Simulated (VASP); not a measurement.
# CaMg: relaxation of cell and atoms with LDA

The system is CaMg.

```
CELL_PARAMETERS angstrom
3.63669 0.00000 0.00000
-1.81835 3.14947 0.00000
0.00000 0.00000 11.33560
ATOMIC_POSITIONS crystal
Ca 0.66667 0.33333 0.64302
Ca 0.33333 0.66667 0.35698
Mg 0.33333 0.66667 0.88746
Mg 0.66667 0.33333 0.11254
```

| Item | Value |
| --- | --- |
| Program | VASP 6.6.1 |
| Task | relaxation of cell and atoms |
| Functional | LDA |
| Potentials or basis | VASP PAW LDA potentials, release 64 (Ca_sv, Mg) |
| Cutoff | 600 eV |
| k mesh | 7 × 7 × 2 |
| Occupations | fermi-dirac, width 0.02 eV |
| Spin | no spin polarisation |
| Dipole correction | no |
| Further INCAR settings | ALGO = Normal; EDIFF = 1e-06; IBRION = 2; EDIFFG = -0.03; NSW = 80; ISIF = 3 |

```json
{
 "Relaxed volume": "29.90 Å³/atom",
 "Relaxed cell": "a = 3.535 Å, b = 3.535 Å, c = 11.048 Å, α = 90.00°, β = 90.00°, γ = 120.00°",
 "Space group after relaxing (to 0.1 Å)": "P-3m1 (No. 164)",
 "Energy gained by relaxing": "14.9 meV/atom",
 "Ionic steps": "6",
 "Pressure after relaxing": "0.0 GPa",
 "Largest force after relaxing": "0.017 eV/Å",
 "Band gap on the k mesh": "zero (bands 12 and 13 overlap by 0.51 eV)"
}
```

Forces in eV/Å, atoms in the order of the input:
```
Ca   0.000  0.000  0.007
Ca   0.000  0.000 -0.007
Mg   0.000  0.000 -0.017
Mg   0.000  0.000  0.017
```

Stress tensor (GPa, compression positive):
```
-0.05  0.00  0.00
 0.00 -0.05  0.00
 0.00  0.00  0.09
```

Step by step:
| step | energy change (eV) | largest force (eV/Å) | pressure (GPa) | volume (Å³) |
| --- | --- | --- | --- | --- |
| 1 | 0.0000 | 0.0598 | -1.74 | 129.83 |
| 2 | -0.0504 | 0.0650 | -0.67 | 123.34 |
| 3 | -0.0579 | 0.0662 | -0.03 | 120.07 |
| 4 | -0.0579 | 0.0662 | 0.00 | 119.88 |
| 5 | -0.0586 | 0.0458 | 0.01 | 119.81 |
| 6 | -0.0595 | 0.0168 | 0.00 | 119.59 |

Final structure:
```cif
data_structure
_symmetry_space_group_name_H-M 'P 1'
_symmetry_Int_Tables_number 1
_cell_length_a 3.5354
_cell_length_b 3.5354
_cell_length_c 11.0482
_cell_angle_alpha 90.000
_cell_angle_beta 90.000
_cell_angle_gamma 120.000
_cell_volume 119.59
loop_
_atom_site_label
_atom_site_type_symbol
_atom_site_fract_x
_atom_site_fract_y
_atom_site_fract_z
_atom_site_occupancy
Ca1 Ca 0.66667 0.33333 0.64247 1
Ca2 Ca 0.33333 0.66667 0.35753 1
Mg1 Mg 0.33333 0.66667 0.88916 1
Mg2 Mg 0.66667 0.33333 0.11084 1
```

Levels at points of the mesh, in eV from the Fermi level:
| k point | band 10 | band 11 | band 12 | band 13 | band 14 | band 15 |
| --- | --- | --- | --- | --- | --- | --- |
| (0.00, 0.00, 0.00) | -3.98 | -3.58 | -0.89 | -0.29 | 1.69 | 2.67 |
| (0.00, 0.00, 0.50) | -4.46 | -2.36 | -2.30 | 0.66 | 1.29 | 2.67 |

Run time: 2.7 min on 1 thread of Intel(R) Xeon(R) Platinum 8375C CPU @ 2.90GHz (Ice Lake), with other jobs on the host, peak memory 0.26 GiB.
